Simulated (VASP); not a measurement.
# Pb3O2 (P6mm) in VASP: a series of runs

Pb3O2 is run at these levels: PBE; tasks: single point, relaxation of cell and atoms.

All numbers are computed with VASP 6.6.1; they aren't measurements. Logs are shortened: lines on timing, memory, paths and dates and some standing lists are left out, and cuts for length are marked.

## Step 1: The cell of the first run

Symmetry: P6mm, No. 183, hexagonal system. The conventional cell has a = 6.730 Å, b = 6.730 Å, c = 3.587 Å, α = 90.00°, β = 90.00°, γ = 120.00°. Within 3.3 Å of Pb (site symmetry 2mm) lie 4 O at 2.46 to 2.84 Å. Within 3.3 Å of O (site symmetry 3m) lie 6 Pb at 2.46 to 2.84 Å.

## Step 2: Single point, PBE

Contents of INCAR:

```
SYSTEM = Pb3O2
PREC = Accurate
ENCUT = 520
EDIFF = 1E-6
ISMEAR = 0
SIGMA = 0.1
LREAL = .FALSE.
LASPH = .TRUE.
NELM = 60
ALGO = Normal
ISIF = 2
LWAVE = .FALSE.
LCHARG = .FALSE.
GGA = PE
NBANDS = 35
```

Contents of KPOINTS:

```
Automatic mesh
0
G
  3 3 4
  0 0 0
```

Contents of POSCAR:

```
Pb3O2
1.0
    6.7298707514      0.0000000000      0.0000000000
   -3.3649353757      5.8282390349      0.0000000000
    0.0000000000      0.0000000000      3.5868994568
Pb O
3 2
Direct
    0.5000000000      0.0000000000      0.8137463879
    0.0000000000      0.5000000000      0.8137463879
    0.5000000000      0.5000000000      0.8137463879
    0.6666666667      0.3333333333      0.3911795058
    0.3333333333      0.6666666667      0.3911795058
```

Potentials or basis: VASP PAW PBE potentials, release 64 (Pb_d, O).

Command:

```console
$ cat potpaw_PBE.64/Pb_d/POTCAR potpaw_PBE.64/O/POTCAR > POTCAR
$ mpirun -np 1 vasp_std > vasp.out
```

OUTCAR:

```text
SYSTEM = Pb3O2
   PREC = Accurate
   ENCUT = 520
   EDIFF = 1E-6
   ISMEAR = 0
   LREAL = .FALSE.
   LASPH = .TRUE.
   NELM = 60
   ISIF = 2
   GGA = PE

 ion  position               nearest neighbor table
   1  0.500  0.000  0.814-   4 2.46   5 2.46   4 2.84   5 2.84   2 3.36   3 3.36   3 3.36   2 3.36

   2  0.000  0.500  0.814-   4 2.46   5 2.46   4 2.84   5 2.84   3 3.36   3 3.36   1 3.36   1 3.36

   3  0.500  0.500  0.814-   4 2.46   5 2.46   4 2.84   5 2.84   2 3.36   2 3.36   1 3.36   1 3.36

   4  0.667  0.333  0.391-   2 2.46   1 2.46   3 2.46   2 2.84   1 2.84   3 2.84
   5  0.333  0.667  0.391-   2 2.46   1 2.46   3 2.46   2 2.84   1 2.84   3 2.84

  LATTYP: Found a hexagonal cell.
 ALAT       =     6.7298707514
 C/A-ratio  =     0.5329819233

  Lattice vectors:

 A1 = (   6.7298707514,   0.0000000000,   0.0000000000)
 A2 = (  -3.3649353757,   5.8282390349,   0.0000000000)
 A3 = (   0.0000000000,   0.0000000000,   3.5868994568)

Analysis of symmetry for initial positions (statically):
=====================================================================
 Subroutine PRICEL returns:
 Original cell was already a primitive cell.

 Routine SETGRP: Setting up the symmetry group for a
 hexagonal supercell.

 Subroutine GETGRP returns: Found 12 space group operations
 (whereof 12 operations were pure point group operations)
 out of a pool of 24 trial point group operations.

The static configuration has the point symmetry C_6v.

Analysis of symmetry for dynamics (positions and initial velocities):
=====================================================================
 Subroutine PRICEL returns:
 Original cell was already a primitive cell.

 Routine SETGRP: Setting up the symmetry group for a
 hexagonal supercell.

 Subroutine GETGRP returns: Found 12 space group operations
 (whereof 12 operations were pure point group operations)
 out of a pool of 24 trial point group operations.

The dynamic configuration has the point symmetry C_6v.

 Subroutine INISYM returns: Found 12 space group operations
 (whereof 12 operations are pure point group operations),
 and found     1 'primitive' translations

----------------------------------------------------------------------------------------

                                     Primitive cell

  volume of cell :     140.6900

  direct lattice vectors                    reciprocal lattice vectors
     6.729870751  0.000000000  0.000000000     0.148591264  0.085789206  0.000000000
    -3.364935376  5.828239035  0.000000000     0.000000000  0.171578412  0.000000000
     0.000000000  0.000000000  3.586899457     0.000000000  0.000000000  0.278792314

  length of vectors
     6.729870751  6.729870751  3.586899457     0.171578412  0.171578412  0.278792314

  position of ions in fractional coordinates (direct lattice)
     0.500000000  0.000000000  0.813746388
     1.000000000  0.500000000  0.813746388
     0.500000000  0.500000000  0.813746388
     0.666666667  0.333333333  0.391179506
     0.333333333  0.666666667  0.391179506

  ion indices of the primitive-cell ions
   primitive index   ion index
                 1           1
                 2           2
                 3           3
                 4           4
                 5           5

----------------------------------------------------------------------------------------

 KPOINTS: Automatic mesh

Automatic generation of k-mesh.
 Grid dimensions read from file:
 generate k-points for:    3    3    4

 Generating k-lattice:

  Cartesian coordinates                     Fractional coordinates (reciprocal lattice)
     0.049530421  0.028596402  0.000000000     0.333333333  0.000000000  0.000000000
     0.000000000  0.057192804  0.000000000     0.000000000  0.333333333  0.000000000
     0.000000000  0.000000000  0.069698079     0.000000000  0.000000000  0.250000000

  Length of vectors
     0.057192804  0.057192804  0.069698079

  Shift w.r.t. Gamma in fractional coordinates (k-lattice)
     0.000000000  0.000000000  0.000000000

 Subroutine IBZKPT returns following result:
 ===========================================

 Found      9 irreducible k-points:

 Following reciprocal coordinates:
            Coordinates               Weight
  0.000000  0.000000  0.000000      1.000000
  0.333333  0.000000  0.000000      6.000000
  0.333333  0.333333  0.000000      2.000000
  0.000000  0.000000  0.250000      2.000000
  0.333333  0.000000  0.250000     12.000000
  0.333333  0.333333  0.250000      4.000000
  0.000000  0.000000  0.500000      1.000000
  0.333333  0.000000  0.500000      6.000000
  0.333333  0.333333  0.500000      2.000000
   k-points           NKPTS =      9   k-points in BZ     NKDIM =      9   number of bands    NBANDS=     35
   number of dos      NEDOS =    301   number of ions     NIONS =      5
   total plane-waves  NPLWV =  70000
   dimension x,y,z NGX =    50 NGY =   50 NGZ =   28
   dimension x,y,z NGXF=   100 NGYF=  100 NGZF=   56
   ions per type =               3   2
   NGX,Y,Z   is equivalent  to a cutoff of  12.35, 12.35, 12.98 a.u.
   NGXF,Y,Z  is equivalent  to a cutoff of  24.70, 24.70, 25.95 a.u.
 SYSTEM =  Pb3O2
   PREC   = accura    normal or accurate (medium, high low for compatibility)
   ISTART =      0    job   : 0-new  1-cont  2-samecut
   ICHARG =      2    charge: 1-file 2-atom 10-const
   ISPIN  =      1    spin polarized calculation?
   LNONCOLLINEAR =      F non collinear calculations
   LSORBIT =      F    spin-orbit coupling
   LASPH  =      T    aspherical Exc in radial PAW
   ENCUT  =  520.0 eV  38.22 Ry    6.18 a.u.  12.51 12.51  6.67*2*pi/ulx,y,z
   NELM   =     60;   NELMIN=  2; NELMDL= -5     # of ELM steps
   EDIFF  = 0.1E-05   stopping-criterion for ELM
   LREAL  =      F    real-space projection
   EDIFFG = 0.1E-04   stopping-criterion for IOM
   NSW    =      0    number of steps for IOM
   IBRION =     -1    ionic relax: 0-MD 1-quasi-New 2-CG
   NFREE  =      0    steps in history (QN), initial steepest desc. (CG)
   ISIF   =      2    stress and relaxation
   ISYM   =      2    0-nonsym 1-usesym 2-fastsym
   POTIM  = 0.5000    time-step for ionic-motion
   TEBEG  =    0.0;   TEEND  =   0.0 temperature during run
   PSTRESS=    0.0 pullay stress
   NELECT =      54.0000    total number of electrons
   NUPDOWN=      -1.0000    fix difference up-down
   EMIN   =  10.00;   EMAX   =-10.00  energy-range for DOS
   EFERMI =   0.00;   METHOD = LEGACY
   ISMEAR =     0;   SIGMA  =   0.10  broadening in eV -4-tet -1-fermi 0-gaus
   EFERMI_NEDOS =   21; number of points for ismear=-14 and -15
   IALGO  =     38    algorithm
   IMIX   =      4    mixing-type and parameters
     AMIX     =   0.40;   BMIX     =  1.00
     AMIX_MAG =   1.60;   BMIX_MAG =  1.00
  volume/ion in A,a.u.               =      28.14       189.88
  Fermi-wavevector in a.u.,A,eV,Ry     =   1.189739  2.248280 19.258756  1.415479
  Thomas-Fermi vector in A             =   2.325839
   LORBIT       =      0    0 simple, 1 ext, 2 COOP (PROOUT), +10 PAW based schemes
   GGA     = PE    functional components
   LHFCALC =     F    Hartree Fock is set to
   AEXX    =    0.0000 exact exchange contribution
   IVDW    =     0    specifies the selected vdW correction
   LEPSILON=     F    determine dielectric tensor
   LRPA    =     F    only Hartree local field effects (RPA)
 non-spin polarized calculation
 Gauss-broadening in eV      SIGMA  =   0.10
  energy-cutoff  :      520.00
  volume of cell :      140.69
 maximum number of plane-waves:      3817
 NGX is ok and might be reduce to    50
   NGX = 25   NGY = 25   NGZ = 13

 number of electron      53.9999998 magnetization

 Free energy of the ion-electron system (eV)
  ---------------------------------------------------
  ext. energy  EPLUGINS =         0.00000000
  ---------------------------------------------------
  free energy    TOTEN  =       -22.71209812 eV

  energy without entropy =      -22.70081982  energy(sigma->0) =      -22.70645897

 E-fermi :   4.0267     XC(G=0):  -8.6068

 val. band max:        3.9219317639   @ k =   0.0000   0.0000   0.2500
 cond. band min:       4.0486813817   @ k =   0.3333   0.0000   0.5000
 fundamental gap:      0.1267496178
 Fermi energy:         4.0266987024

 k-point     1 :       0.0000    0.0000    0.0000
  band No.  band energies     occupation
      1     -14.3012      2.00000
      2     -13.8456      2.00000
      3     -13.1841      2.00000
      4     -13.1640      2.00000
      5     -13.1640      2.00000
      6     -12.9996      2.00000
[... 27 lines left out ...]
     34       9.9080      0.00000
     35      11.2620      0.00000

 k-point     2 :       0.3333    0.0000    0.0000
  band No.  band energies     occupation
      1     -14.2037      2.00000
      2     -13.9373      2.00000
      3     -13.1715      2.00000
      4     -13.1130      2.00000
      5     -13.0833      2.00000
      6     -13.0176      2.00000
[... 27 lines left out ...]
     34       9.8967      0.00000
     35       9.9490      0.00000

 k-point     3 :       0.3333    0.3333    0.0000
  band No.  band energies     occupation
      1     -14.0697      2.00000
      2     -14.0697      2.00000
      3     -13.1031      2.00000
      4     -13.1031      2.00000
      5     -13.0968      2.00000
      6     -13.0341      2.00000
[... 27 lines left out ...]
     34       9.7100      0.00000
     35      10.1315      0.00000
[... 153 lines left out ...]
 k-point     8 :       0.3333    0.0000    0.5000
  band No.  band energies     occupation
      1     -14.2774      2.00000
      2     -13.9577      2.00000
      3     -13.1249      2.00000
      4     -13.0519      2.00000
      5     -13.0404      2.00000
      6     -13.0123      2.00000
[... 27 lines left out ...]
     34       8.5854      0.00000
     35       8.9773      0.00000

 k-point     9 :       0.3333    0.3333    0.5000
  band No.  band energies     occupation
      1     -14.1290      2.00000
      2     -14.1290      2.00000
      3     -13.0848      2.00000
      4     -13.0212      2.00000
      5     -13.0212      2.00000
      6     -13.0163      2.00000
[... 27 lines left out ...]
     34       8.7369      0.00000
     35       8.7567      0.00000

------------------------ aborting loop because EDIFF is reached ----------------------------------------

  FORCE on cell =-STRESS in cart. coord.  units (eV):
  Direction    XX          YY          ZZ          XY          YZ          ZX
  --------------------------------------------------------------------------------------
  -------------------------------------------------------------------------------------
  Total        0.0538483      0.0538483     -0.0819754      0.0000000      0.0000000      0.0000000
  in kB        0.6132244      0.6132244     -0.9335356      0.0000000      0.0000000      0.0000000
  external PRESSURE =       0.0976377 kB  Pullay stress =       0.0000000 kB

 VOLUME and BASIS-vectors are now :
 -----------------------------------------------------------------------------
  energy-cutoff  :      520.00
  volume of cell :      140.69
      direct lattice vectors                 reciprocal lattice vectors
     6.729870751  0.000000000  0.000000000     0.148591264  0.085789206  0.000000000
    -3.364935376  5.828239035  0.000000000     0.000000000  0.171578412  0.000000000
     0.000000000  0.000000000  3.586899457     0.000000000  0.000000000  0.278792314

 POSITION                                       TOTAL-FORCE (eV/Angst)
 -----------------------------------------------------------------------------------
      3.36494      0.00000      2.91883         0.000000      0.000000      0.007822
     -1.68247      2.91412      2.91883         0.000000      0.000000      0.007822
      1.68247      2.91412      2.91883        -0.000000      0.000000      0.007822
      3.36494      1.94275      1.40312         0.000000      0.000000     -0.011733
     -0.00000      3.88549      1.40312        -0.000000     -0.000000     -0.011733
 -----------------------------------------------------------------------------------
    total drift:                                0.000000      0.000000      0.001731

  FREE ENERGIE OF THE ION-ELECTRON SYSTEM (eV)
  ---------------------------------------------------
  free  energy   TOTEN  =       -22.7120981215 eV

  energy  without entropy=      -22.7008198241  energy(sigma->0) =      -22.70645897
```

Wall time 31 s (1 thread of Intel Xeon 6975P-C (Granite Rapids), shared host); peak memory 0.25 GiB.

What came out:

| Quantity | Value |
| --- | --- |
| Free energy | -22.7121 eV |
| Pressure | 0.0 GPa |
| Largest force | 0.012 eV/Å |
| Band gap on the k mesh | zero (band 27 reaches 4.43 eV, above the bottom of band 28 at 3.81 eV) |

Forces on the atoms (eV/Å):
```
Pb   0.000  0.000  0.008
Pb   0.000  0.000  0.008
Pb   0.000  0.000  0.008
O    0.000  0.000 -0.012
O    0.000  0.000 -0.012
```

Stress tensor (GPa, compression positive):
```
 0.06  0.00  0.00
 0.00  0.06  0.00
 0.00  0.00 -0.09
```

Levels at points of the mesh, in eV from the Fermi level:
```tsv
k point	band 25	band 26	band 27	band 28	band 29	band 30
(0.00, 0.00, 0.00)	-1.04	-1.04	-0.39	-0.21	-0.21	2.72
(0.00, 0.00, 0.50)	-2.79	-1.24	-0.48	-0.22	-0.22	3.13
```

Caveat: the k points lie up to 0.44 Å⁻¹ apart; spin-orbit coupling is left out, which moves the levels of the heavy elements.

## Step 3: Single point, PBE

Contents of INCAR:

```
PREC = Accurate
ENCUT = 520
EDIFF = 1E-7
ISMEAR = 0
SIGMA = 0.1
LREAL = False
LASPH = True
NELM = 80
ALGO = Normal
ISIF = 2
LWAVE = False
LCHARG = False
GGA = PE
NBANDS = 35
```

Contents of KPOINTS:

```
Automatic mesh
0
Gamma
  3 3 6
```

POSCAR is that of step 2.

Potentials or basis: VASP PAW PBE potentials, release 64 (Pb_d, O).

Command:

```console
$ cat potpaw_PBE.64/Pb_d/POTCAR potpaw_PBE.64/O/POTCAR > POTCAR
$ mpirun -np 1 vasp_std > vasp.out
```

Run time: 43 s. Hardware: 1 thread of Intel Xeon 6975P-C (Granite Rapids), shared host; peak memory 0.26 GiB.

The run converged. Its results:

```yaml
Free_energy: -22.6871 eV
Pressure: 0.0 GPa
Largest_force: 0.011 eV/Å
Band_gap_on_the_k_mesh: zero (band 27 reaches 4.44 eV, above the bottom of band 28 at 3.81 eV)
```

Forces in eV/Å, atoms in the order of the input:
```
Pb   0.000  0.000  0.007
Pb   0.000  0.000  0.007
Pb   0.000  0.000  0.007
O    0.000  0.000 -0.011
O    0.000  0.000 -0.011
```

Stress tensor (GPa, compression positive):
```
0.00 0.00 0.00
0.00 0.00 0.00
0.00 0.00 0.10
```

Levels at points of the mesh, in eV from the Fermi level:
| k point | band 24 | band 25 | band 26 | band 27 | band 28 | band 29 | band 30 | band 31 |
| --- | --- | --- | --- | --- | --- | --- | --- | --- |
| (0.00, 0.00, 0.00) | -2.75 | -1.03 | -1.03 | -0.36 | -0.18 | -0.18 | 2.78 | 4.41 |
| (0.00, 0.00, 0.50) | -2.78 | -2.78 | -1.22 | -0.45 | -0.18 | -0.18 | 3.15 | 3.15 |

Caveat: spin-orbit coupling is left out, which moves the levels of the heavy elements.

## Step 4: Relaxation of cell and atoms, PBE

This run uses another cell than the first one, of 23.95 Å³/atom, 0.851 times its volume.

Contents of INCAR:

```
SYSTEM = Pb3O2
ALGO = Normal
EDIFF = 1E-7
EDIFFG = -0.04
ENCUT = 600
GGA = PE
IBRION = 2
ISIF = 3
ISMEAR = 0
LASPH = .True.
LCHARG = .False.
LREAL = .False.
LWAVE = .False.
NELM = 100
NSW = 90
PREC = Accurate
SIGMA = 0.1
```

Contents of KPOINTS:

```
k-points
0
Gamma
  3 3 4
  0 0 0
```

Contents of POSCAR:

```
Pb3O2
1.0
    5.8363275367      0.0000000000      0.0000000000
   -2.9181637683      5.0544079116      0.0000000000
    0.0000000000      0.0000000000      4.0589619856
Pb O
3 2
Direct
    0.5000000000      0.0000000000      0.6666666667
    0.0000000000      0.5000000000      0.6666666667
    0.5000000000      0.5000000000      0.6666666667
    0.6666666667      0.3333333333      0.6117990876
    0.3333333333      0.6666666667      0.6117990876
```

Command:

```console
$ cat potpaw_PBE.64/Pb_d/POTCAR potpaw_PBE.64/O/POTCAR > POTCAR
$ mpirun -np 1 vasp_std > vasp.out
```

It took 9.4 min on 1 thread of Intel Xeon 6975P-C (Granite Rapids), shared host; peak memory 0.28 GiB.

The run converged. Its results:

* Free energy: -22.6872 eV
* Relaxed volume: 27.50 Å³/atom
* Relaxed cell: a = 6.706 Å, b = 6.706 Å, c = 3.531 Å, α = 90.00°, β = 90.00°, γ = 120.00°
* Space group after relaxing (to 0.05 Å): P6mm (No. 183)
* Energy gained by relaxing: 5770.4 meV/atom
* Ionic steps: 22
* Pressure after relaxing: 0.1 GPa
* Largest force after relaxing: 0.032 eV/Å
* Band gap on the k mesh: zero (band 27 reaches 4.68 eV, above the bottom of band 28 at 3.85 eV)

Forces on the atoms (eV/Å):
```
Pb   0.000  0.000 -0.021
Pb   0.000  0.000 -0.021
Pb   0.000  0.000 -0.021
O    0.000  0.000  0.032
O    0.000  0.000  0.032
```

The path:
```csv
step,energy change (eV),largest force (eV/Å),pressure (GPa),volume (Å³)
1,0.0000,9.1135,94.76,119.74
2,12.1776,0.5188,-33.81,485.33
3,-23.6693,0.5334,-10.01,271.06
4,-25.7643,0.0418,-7.22,242.19
5,-26.7716,1.3542,0.86,202.52
6,-26.8388,0.9610,-1.43,210.55
7,-26.8385,1.0548,-0.88,208.49
8,-27.0467,1.0802,-0.83,201.89
9,-27.6540,1.1607,-0.81,182.71
10,-28.2968,0.8079,2.32,147.12
11,-28.4952,0.4733,0.63,147.60
12,-28.6263,0.0011,-1.13,148.26
13,-28.6348,0.0861,-1.52,148.44
14,-28.7645,0.1256,-0.43,143.51
15,-28.7895,0.1226,0.32,140.41
16,-28.7921,0.0873,0.55,139.52
17,-28.8011,0.0168,0.98,137.74
18,-28.8182,0.0626,1.85,134.14
19,-28.8445,0.0526,-0.44,138.28
20,-28.8509,0.0281,0.23,136.95
21,-28.8509,0.0296,0.20,137.00
22,-28.8518,0.0318,0.06,137.51
```

Final structure:
```
Pb O
1.0
     6.70617    0.00000    0.00000
    -3.35309    5.80771    0.00000
     0.00000    0.00000    3.53076
Pb O
3 2
Direct
  0.50000 0.00000 0.83242
  0.00000 0.50000 0.83242
  0.50000 0.50000 0.83242
  0.66667 0.33333 0.36317
  0.33333 0.66667 0.36317
```

Levels at points of the mesh, in eV from the Fermi level:
| k point | band 25 | band 26 | band 27 | band 28 | band 29 | band 30 |
| --- | --- | --- | --- | --- | --- | --- |
| (0.00, 0.00, 0.00) | -1.04 | -1.04 | -0.82 | -0.35 | -0.35 | 2.63 |
| (0.00, 0.00, 0.50) | -2.70 | -1.17 | -0.70 | -0.48 | -0.48 | 3.07 |

Caveat: the k points lie up to 0.44 Å⁻¹ apart in the final cell; spin-orbit coupling is left out, which moves the levels of the heavy elements.

## Step 5: Summary

| task | cell | k mesh | cutoff (eV) | gap on the mesh (eV) | pressure (GPa) | largest force (eV/Å) |
| --- | --- | --- | --- | --- | --- | --- |
| single point | a = 6.730, b = 6.730, c = 3.587 Å, angles 90.0, 90.0, 120.0°, 5 atoms | 3 × 3 × 4 | 520 | none | 0.0 | 0.01 |
| single point | a = 6.730, b = 6.730, c = 3.587 Å, angles 90.0, 90.0, 120.0°, 5 atoms | 3 × 3 × 6 | 520 | none | 0.0 | 0.01 |
| relaxation of cell and atoms | relaxed from a = 5.836, b = 5.836, c = 4.059 Å, angles 90.0, 90.0, 120.0°, 5 atoms | 3 × 3 × 4 | 600 | none | 0.1 | 0.03 |

Alike in all rows: level PBE; potentials or basis VASP PAW PBE potentials, release 64 (Pb_d, O); no spin polarisation; smearing gaussian 0.1 eV.

Caveats: some runs use coarse meshes; spin-orbit coupling is left out, which moves the levels of the heavy elements.

Total energies depend on the potentials used, so only differences within one code and one set of settings carry meaning.
